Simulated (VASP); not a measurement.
# CdS in VASP: notebook, part 2 of 2

VASP 6.6.1. The steps go on from the part before.

**4. Single point, r2SCAN**

This run uses another cell than the first one, of 19.28 Å³/atom, 0.883 times its volume.

POSCAR

```
CdS
1.0
    0.0000000000      2.6813668913      2.6813668913
    2.6813668913      0.0000000000      2.6813668913
    2.6813668913      2.6813668913      0.0000000000
Cd S
1 1
Direct
    0.0000000000      0.0000000000      0.0000000000
    0.5000000000      0.5000000000      0.5000000000
```

INCAR.step1

```
ALGO = Normal ; EDIFF = 1E-4
ENCUT = 520 ; GGA = PE
ISMEAR = 0 ; LASPH = T
LCHARG = F ; LREAL = F
LWAVE = T ; NBANDS = 16
NELM = 100 ; PREC = Accurate
SIGMA = 0.05
```

INCAR.step2

```
ALGO = Normal ; EDIFF = 1E-6
ENCUT = 520 ; ISIF = 2
ISMEAR = 0 ; ISTART = 1
LASPH = T ; LCHARG = F
LMIXTAU = T ; LREAL = F
LWAVE = F ; METAGGA = R2SCAN
NBANDS = 16 ; NELM = 100
PREC = Accurate ; SIGMA = 0.05
```

KPOINTS

```
k-points
0
Gamma
  8 8 8
```

Potentials or basis: VASP PAW PBE potentials, release 64 (Cd, S).

Launch:

```bash
cat potpaw_PBE.64/Cd/POTCAR potpaw_PBE.64/S/POTCAR > POTCAR
cp INCAR.step1 INCAR
mpirun -np 1 vasp_std > vasp.out
cp INCAR.step2 INCAR
mpirun -np 1 vasp_std > vasp.out
```

OUTCAR:

```text
EDIFF = 1E-6
   ENCUT = 520
   ISIF = 2
   ISMEAR = 0
   ISTART = 1
   LASPH = T
   LREAL = F
   METAGGA = R2SCAN
   NELM = 100
   PREC = Accurate

 ion  position               nearest neighbor table
   1  0.000  0.000  0.000-   2 2.68   2 2.68   2 2.68   2 2.68   2 2.68   2 2.68
   2  0.500  0.500  0.500-   1 2.68   1 2.68   1 2.68   1 2.68   1 2.68   1 2.68

  LATTYP: Found a face centered cubic cell.
 ALAT       =     5.3627337826

  Lattice vectors:

 A1 = (   0.0000000000,   2.6813668913,   2.6813668913)
 A2 = (   2.6813668913,   0.0000000000,   2.6813668913)
 A3 = (   2.6813668913,   2.6813668913,   0.0000000000)

Analysis of symmetry for initial positions (statically):
=====================================================================
 Subroutine PRICEL returns:
 Original cell was already a primitive cell.

 Routine SETGRP: Setting up the symmetry group for a
 face centered cubic supercell.

 Subroutine GETGRP returns: Found 48 space group operations
 (whereof 48 operations were pure point group operations)
 out of a pool of 48 trial point group operations.

The static configuration has the point symmetry O_h .

Analysis of symmetry for dynamics (positions and initial velocities):
=====================================================================
 Subroutine PRICEL returns:
 Original cell was already a primitive cell.

 Routine SETGRP: Setting up the symmetry group for a
 face centered cubic supercell.

 Subroutine GETGRP returns: Found 48 space group operations
 (whereof 48 operations were pure point group operations)
 out of a pool of 48 trial point group operations.

The dynamic configuration has the point symmetry O_h .

 Subroutine INISYM returns: Found 48 space group operations
 (whereof 48 operations are pure point group operations),
 and found     1 'primitive' translations

----------------------------------------------------------------------------------------

                                     Primitive cell

  volume of cell :      38.5566

  direct lattice vectors                    reciprocal lattice vectors
     0.000000000  2.681366891  2.681366891    -0.186472057  0.186472057  0.186472057
     2.681366891  0.000000000  2.681366891     0.186472057 -0.186472057  0.186472057
     2.681366891  2.681366891  0.000000000     0.186472057  0.186472057 -0.186472057

  length of vectors
     3.792025423  3.792025423  3.792025423     0.322979077  0.322979077  0.322979077

  position of ions in fractional coordinates (direct lattice)
     0.000000000  0.000000000  0.000000000
     0.500000000  0.500000000  0.500000000

  ion indices of the primitive-cell ions
   primitive index   ion index
                 1           1
                 2           2

----------------------------------------------------------------------------------------

 KPOINTS: k-points

Automatic generation of k-mesh.
 Grid dimensions read from file:
 generate k-points for:    8    8    8

 Generating k-lattice:

  Cartesian coordinates                     Fractional coordinates (reciprocal lattice)
    -0.023309007  0.023309007  0.023309007     0.125000000  0.000000000  0.000000000
     0.023309007 -0.023309007  0.023309007     0.000000000  0.125000000  0.000000000
     0.023309007  0.023309007 -0.023309007     0.000000000  0.000000000  0.125000000

  Length of vectors
     0.040372385  0.040372385  0.040372385

  Shift w.r.t. Gamma in fractional coordinates (k-lattice)
     0.000000000  0.000000000  0.000000000

 Subroutine IBZKPT returns following result:
 ===========================================

 Found     29 irreducible k-points:

 Following reciprocal coordinates:
            Coordinates               Weight
  0.000000  0.000000  0.000000      1.000000
  0.125000  0.000000  0.000000      8.000000
  0.250000  0.000000  0.000000      8.000000
  0.375000  0.000000  0.000000      8.000000
  0.500000  0.000000  0.000000      4.000000
  0.125000  0.125000  0.000000      6.000000
[... 16 lines left out ...]
  0.500000  0.250000  0.125000     48.000000
 -0.375000  0.250000  0.125000     24.000000
 [... further k-points ...]
   k-points           NKPTS =     29   k-points in BZ     NKDIM =     29   number of bands    NBANDS=     16
   number of dos      NEDOS =    301   number of ions     NIONS =      2
   total plane-waves  NPLWV =  21952
   dimension x,y,z NGX =    28 NGY =   28 NGZ =   28
   dimension x,y,z NGXF=    56 NGYF=   56 NGZF=   56
   ions per type =               1   1
   NGX,Y,Z   is equivalent  to a cutoff of  12.28, 12.28, 12.28 a.u.
   NGXF,Y,Z  is equivalent  to a cutoff of  24.55, 24.55, 24.55 a.u.
 SYSTEM =  unknown system
   PREC   = accura    normal or accurate (medium, high low for compatibility)
   ISTART =      1    job   : 0-new  1-cont  2-samecut
   ICHARG =      0    charge: 1-file 2-atom 10-const
   ISPIN  =      1    spin polarized calculation?
   LNONCOLLINEAR =      F non collinear calculations
   LSORBIT =      F    spin-orbit coupling
   LASPH  =      T    aspherical Exc in radial PAW
   ENCUT  =  520.0 eV  38.22 Ry    6.18 a.u.   7.05  7.05  7.05*2*pi/ulx,y,z
   NELM   =    100;   NELMIN=  2; NELMDL=  0     # of ELM steps
   EDIFF  = 0.1E-05   stopping-criterion for ELM
   LREAL  =      F    real-space projection
   EDIFFG = 0.1E-04   stopping-criterion for IOM
   NSW    =      0    number of steps for IOM
   IBRION =     -1    ionic relax: 0-MD 1-quasi-New 2-CG
   NFREE  =      0    steps in history (QN), initial steepest desc. (CG)
   ISIF   =      2    stress and relaxation
   ISYM   =      2    0-nonsym 1-usesym 2-fastsym
   POTIM  = 0.5000    time-step for ionic-motion
   TEBEG  =    0.0;   TEEND  =   0.0 temperature during run
   PSTRESS=    0.0 pullay stress
   NELECT =      18.0000    total number of electrons
   NUPDOWN=      -1.0000    fix difference up-down
   EMIN   =  10.00;   EMAX   =-10.00  energy-range for DOS
   EFERMI =   0.00;   METHOD = LEGACY
   ISMEAR =     0;   SIGMA  =   0.05  broadening in eV -4-tet -1-fermi 0-gaus
   EFERMI_NEDOS =   21; number of points for ismear=-14 and -15
   IALGO  =     38    algorithm
   IMIX   =      4    mixing-type and parameters
     AMIX     =   0.40;   BMIX     =  1.00
     AMIX_MAG =   1.60;   BMIX_MAG =  1.00
  volume/ion in A,a.u.               =      19.28       130.10
  Fermi-wavevector in a.u.,A,eV,Ry     =   1.269987  2.399928 21.944403  1.612868
  Thomas-Fermi vector in A             =   2.402999
   LORBIT       =      0    0 simple, 1 ext, 2 COOP (PROOUT), +10 PAW based schemes
   METAGGA = R2SCAN    functional components
   LHFCALC =     F    Hartree Fock is set to
   AEXX    =    0.0000 exact exchange contribution
   IVDW    =     0    specifies the selected vdW correction
   LEPSILON=     F    determine dielectric tensor
   LRPA    =     F    only Hartree local field effects (RPA)
 non-spin polarized calculation
 Gauss-broadening in eV      SIGMA  =   0.05
  energy-cutoff  :      520.00
  volume of cell :       38.56
 maximum number of plane-waves:      1056
   NGX = 15   NGY = 15   NGZ = 15

 number of electron      18.0000007 magnetization

 Free energy of the ion-electron system (eV)
  ---------------------------------------------------
  ext. energy  EPLUGINS =         0.00000000
  ---------------------------------------------------
  free energy    TOTEN  =       -29.48971040 eV

  energy without entropy =      -29.48971040  energy(sigma->0) =      -29.48971040

 E-fermi :   3.5673     XC(G=0): -11.2768

 val. band max:        3.2774554829   @ k =   0.5000   0.0000   0.0000
 cond. band min:       4.0028883134   @ k =   0.5000   0.5000   0.0000
 fundamental gap:      0.7254328305
 Fermi energy:         3.5672736088

 k-point     1 :       0.0000    0.0000    0.0000
  band No.  band energies     occupation
      1     -10.4526      2.00000
      2      -4.7029      2.00000
      3      -4.7029      2.00000
      4      -4.6993      2.00000
      5      -4.6993      2.00000
      6      -4.6993      2.00000
[... 8 lines left out ...]
     15      16.0274      0.00000
     16      16.0274      0.00000

 k-point     2 :       0.1250    0.0000    0.0000
  band No.  band energies     occupation
      1     -10.3012      2.00000
      2      -4.7632      2.00000
      3      -4.7632      2.00000
      4      -4.7191      2.00000
      5      -4.6655      2.00000
      6      -4.6654      2.00000
[... 8 lines left out ...]
     15      14.3581      0.00000
     16      15.4605      0.00000
[... 387 lines left out ...]
      5      -4.4909      2.00000
      6      -4.3816      2.00000
[... 8 lines left out ...]
     15      17.9012      0.00000
     16      18.5784      0.00000

 k-point    24 :      -0.3750    0.2500    0.1250
  band No.  band energies     occupation
      1      -9.2076      2.00000
      2      -4.9993      2.00000
      3      -4.8403      2.00000
      4      -4.7801      2.00000
      5      -4.4471      2.00000
      6      -4.3372      2.00000
[... 8 lines left out ...]
     15      16.7322      0.00000
     16      18.8674      0.00000

 [... further k-points ...]
[... 5 lines left out ...]
  --------------------------------------------------------------------------------------
  -------------------------------------------------------------------------------------
  Total        1.2661831      1.2661831      1.2661831      0.0000000      0.0000000     -0.0000000
  in kB       52.6148557     52.6148557     52.6148557      0.0000000      0.0000000     -0.0000000
  external PRESSURE =      52.6148557 kB  Pullay stress =       0.0000000 kB

 VOLUME and BASIS-vectors are now :
 -----------------------------------------------------------------------------
  energy-cutoff  :      520.00
  volume of cell :       38.56
      direct lattice vectors                 reciprocal lattice vectors
     0.000000000  2.681366891  2.681366891    -0.186472057  0.186472057  0.186472057
     2.681366891  0.000000000  2.681366891     0.186472057 -0.186472057  0.186472057
     2.681366891  2.681366891  0.000000000     0.186472057  0.186472057 -0.186472057

 POSITION                                       TOTAL-FORCE (eV/Angst)
 -----------------------------------------------------------------------------------
      0.00000      0.00000      0.00000        -0.000000     -0.000000     -0.000000
      2.68137      2.68137      2.68137         0.000000      0.000000      0.000000
 -----------------------------------------------------------------------------------
    total drift:                                0.000000      0.000000      0.000000

  FREE ENERGIE OF THE ION-ELECTRON SYSTEM (eV)
  ---------------------------------------------------
  free  energy   TOTEN  =       -29.4897103956 eV

  energy  without entropy=      -29.4897103956  energy(sigma->0) =      -29.48971040
```

OUTCAR.step1:

```text
EDIFF = 1E-4
   ENCUT = 520
   GGA = PE
   ISMEAR = 0
   LASPH = T
[... 676 lines left out ...]
 -----------------------------------------------------------------------------------
      0.00000      0.00000      0.00000         0.000000      0.000000      0.000000
      2.68137      2.68137      2.68137        -0.000000     -0.000000     -0.000000
 -----------------------------------------------------------------------------------
    total drift:                                0.000000      0.000000      0.000000

  FREE ENERGIE OF THE ION-ELECTRON SYSTEM (eV)
  ---------------------------------------------------
  free  energy   TOTEN  =        -5.8140931287 eV

  energy  without entropy=       -5.8140915283  energy(sigma->0) =       -5.81409233
```

Run time: 49 s. Hardware: 1 thread of Intel Xeon Platinum 8375C at 2.90GHz (Ice Lake), shared host; peak memory 0.17 GiB.

Results:

| Property | Result |
| --- | --- |
| Free energy | -29.4897 eV |
| Pressure | 5.3 GPa |
| Band gap on the k mesh | 0.73 eV, indirect (least direct gap 2.73 eV) |

Levels at points of the mesh, in eV from the valence-band top:
| k point | band 6 | band 7 | band 8 | band 9 | band 10 | band 11 | band 12 | band 13 |
| --- | --- | --- | --- | --- | --- | --- | --- | --- |
| (0.00, 0.00, 0.00) | -7.98 | -0.89 | -0.89 | -0.89 | 1.84 | 9.74 | 9.74 | 9.74 |
| (0.50, 0.00, 0.00) | -7.74 | -5.17 | 0.00 | 0.00 | 4.01 | 6.42 | 6.42 | 8.06 |
| (0.50, 0.50, 0.00) | -6.82 | -4.72 | -2.43 | -2.43 | 0.73 | 6.34 | 11.15 | 12.69 |

Caveat: the PAW data sets were made with another functional, which shifts forces and pressure a little. r2SCAN opens gaps a little over a GGA but as a rule still falls short of measured ones.

**5. Single point, r2SCAN**

This run uses another cell than the first one, of 19.78 Å³/atom, 0.906 times its volume.

POSCAR

```
CdS
1.0
    0.0000000000      2.7042729036      2.7042729036
    2.7042729036      0.0000000000      2.7042729036
    2.7042729036      2.7042729036      0.0000000000
Cd S
1 1
Direct
    0.0000000000      0.0000000000      0.0000000000
    0.5000000000      0.5000000000      0.5000000000
```

INCAR.step1

```
SYSTEM = CdS
PREC = Accurate
ENCUT = 520
ISMEAR = 0
SIGMA = 0.05
LREAL = .FALSE.
LASPH = .TRUE.
NELM = 100
NBANDS = 16
GGA = PE
ALGO = Normal
EDIFF = 1E-4
LWAVE = .TRUE.
LCHARG = .FALSE.
```

INCAR.step2

```
SYSTEM = CdS
PREC = Accurate
ENCUT = 520
EDIFF = 1E-6
ISMEAR = 0
SIGMA = 0.05
LREAL = .FALSE.
LASPH = .TRUE.
NELM = 100
ALGO = Normal
ISIF = 2
LWAVE = .FALSE.
LCHARG = .FALSE.
METAGGA = R2SCAN
LMIXTAU = .TRUE.
NBANDS = 16
ISTART = 1
```

KPOINTS

```
regular mesh
0
G
  8 8 8
  0 0 0
```

Launch:

```bash
cat potpaw_PBE.64/Cd/POTCAR potpaw_PBE.64/S/POTCAR > POTCAR
cp INCAR.step1 INCAR
mpirun -np 1 vasp_std > vasp.out
cp INCAR.step2 INCAR
mpirun -np 1 vasp_std > vasp.out
```

Run time: 50 s. Hardware: 1 thread of Intel Xeon Platinum 8375C at 2.90GHz (Ice Lake), shared host; peak memory 0.17 GiB.

The run converged. Its results:

| Item | Value |
| --- | --- |
| Free energy | -29.5145 eV |
| Pressure | 2.7 GPa |
| Band gap on the k mesh | 0.73 eV, indirect (least direct gap 2.54 eV) |

Levels at points of the mesh, in eV from the valence-band top:
| k point | band 6 | band 7 | band 8 | band 9 | band 10 | band 11 | band 12 | band 13 |
| --- | --- | --- | --- | --- | --- | --- | --- | --- |
| (0.00, 0.00, 0.00) | -7.91 | -0.82 | -0.82 | -0.82 | 1.71 | 9.74 | 9.74 | 9.74 |
| (0.50, 0.00, 0.00) | -7.69 | -5.04 | 0.00 | 0.00 | 4.04 | 6.44 | 6.44 | 7.83 |
| (0.50, 0.50, 0.00) | -6.83 | -4.53 | -2.31 | -2.31 | 0.73 | 6.38 | 10.96 | 12.48 |

Caveat: the PAW data sets were made with another functional, which shifts forces and pressure a little. r2SCAN opens gaps a little over a GGA but as a rule still falls short of measured ones.

**6. Single point, r2SCAN**

This run uses another cell than the first one, of 20.79 Å³/atom, 0.952 times its volume.

POSCAR

```
CdS
1.0
    0.0000000000      2.7495395470      2.7495395470
    2.7495395470      0.0000000000      2.7495395470
    2.7495395470      2.7495395470      0.0000000000
Cd S
1 1
Direct
    0.0000000000      0.0000000000      0.0000000000
    0.5000000000      0.5000000000      0.5000000000
```

INCAR.step1

```
SYSTEM = CdS
PREC = Accurate ; ENCUT = 520
ISMEAR = 0 ; SIGMA = 0.05
LREAL = .False. ; LASPH = .True.
NELM = 60 ; NBANDS = 16
GGA = PE ; ALGO = Normal
EDIFF = 1E-4 ; LWAVE = .True.
LCHARG = .False.
```

INCAR.step2

```
SYSTEM = CdS
PREC = Accurate ; ENCUT = 520
EDIFF = 1E-6 ; ISMEAR = 0
SIGMA = 0.05 ; LREAL = .False.
LASPH = .True. ; NELM = 60
ALGO = Normal ; ISIF = 2
LWAVE = .False. ; LCHARG = .False.
METAGGA = R2SCAN ; LMIXTAU = .True.
NBANDS = 16 ; ISTART = 1
```

KPOINTS

```
regular mesh
0
Gamma
  8 8 8
  0 0 0
```

Potentials or basis: VASP PAW PBE potentials, release 64 (Cd, S).

Launch:

```bash
cat potpaw_PBE.64/Cd/POTCAR potpaw_PBE.64/S/POTCAR > POTCAR
cp INCAR.step1 INCAR
mpirun -np 1 vasp_std > vasp.out
cp INCAR.step2 INCAR
mpirun -np 1 vasp_std > vasp.out
```

It took 64 s on 1 thread of Intel Xeon Platinum 8375C at 2.90GHz (Ice Lake), shared host; peak memory 0.18 GiB.

Results (log left out):

```
Free energy            : -29.5211 eV
Pressure               : -1.5 GPa
Band gap on the k mesh : 0.73 eV, indirect (least direct gap 2.18 eV)
```

Levels at points of the mesh, in eV from the valence-band top:
```tsv
k point	band 5	band 6	band 7	band 8	band 9	band 10	band 11	band 12	band 13	band 14
(0.00, 0.00, 0.00)	-7.81	-7.81	-0.71	-0.71	-0.71	1.47	9.72	9.72	9.72	11.97
(0.50, 0.00, 0.00)	-7.62	-7.62	-4.79	0.00	0.00	4.07	6.48	6.48	7.38	12.95
(0.50, 0.50, 0.00)	-7.56	-6.87	-4.18	-2.10	-2.10	0.73	6.45	10.61	12.08	12.08
```

Caveat: the PAW data sets were made with another functional, which shifts forces and pressure a little.

**7. Summary**

```csv
cell,gap on the mesh (eV),pressure (GPa)
"a = 3.953 Å, angles 60.0°, 2 atoms",0.74,-4.5
"a = 3.760 Å, angles 60.0°, 2 atoms",0.72,8.1
"a = 3.792 Å, angles 60.0°, 2 atoms",0.73,5.3
"a = 3.824 Å, angles 60.0°, 2 atoms",0.73,2.7
"a = 3.888 Å, angles 60.0°, 2 atoms",0.73,-1.5
```

Alike in all rows: task single point; level r2SCAN; potentials or basis VASP PAW PBE potentials, release 64 (Cd, S); no spin polarisation; k mesh 8 × 8 × 8; cutoff (eV) 520; smearing gaussian 0.05 eV.

Caveats: the PAW data sets were made with another functional, which shifts forces and pressure a little.

Total energies depend on the potentials used, so only differences within one code and one set of settings carry meaning.
